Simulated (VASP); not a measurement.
A run of VASP 6.6.1:

File INCAR:

```
SYSTEM = Ge
PREC     = Accurate       ! precision mode
ENCUT    = 520            ! plane-wave cutoff, eV
EDIFF    = 1E-6           ! SCF threshold, eV
ISMEAR   = 0              ! smearing method
SIGMA    = 0.15           ! smearing width, eV
LREAL    = .False.        ! projectors in reciprocal space
LASPH    = .True.         ! aspherical terms in the spheres
NELM     = 100            ! most SCF steps
ALGO     = Normal         ! electronic algorithm
ISIF     = 2              ! what is computed and relaxed
LWAVE    = .False.        ! write WAVECAR
LCHARG   = .True.         ! write CHGCAR
GGA      = CA             ! functional
LELF     = .True.         ! ELF
LVHAR    = .True.       
NBANDS   = 13             ! bands
```

The input KPOINTS:

```
regular mesh
0
Gamma
  20 20 20
  0 0 0
```

POSCAR

```
Ge
1.0
    0.0472131118      2.0983605250      2.0983605250
    2.0983605250      0.0472131118      2.0983605250
    2.1455736368      2.1455736368      0.0000000000
Ge
1
Direct
    0.0000000000      0.0000000000      0.0000000000
```

Potentials or basis: VASP PAW LDA potentials, release 64 (Ge_d).

The run is started by

```console
$ cat potpaw_LDA.64/Ge_d/POTCAR > POTCAR
$ mpirun -np 1 vasp_std > vasp.out
```

Hardware: 1 thread of Intel(R) Xeon(R) Platinum 8259CL CPU @ 2.50GHz (Skylake/Cascade Lake), on a shared host.

**Question.** How long does it take, and how much memory?

**Answer.** Run time: 110 s on 1 thread of Intel(R) Xeon(R) Platinum 8259CL CPU @ 2.50GHz (Skylake/Cascade Lake), on a shared host, peak memory 0.35 GiB. Counts: scf iterations 9, k points 1166.
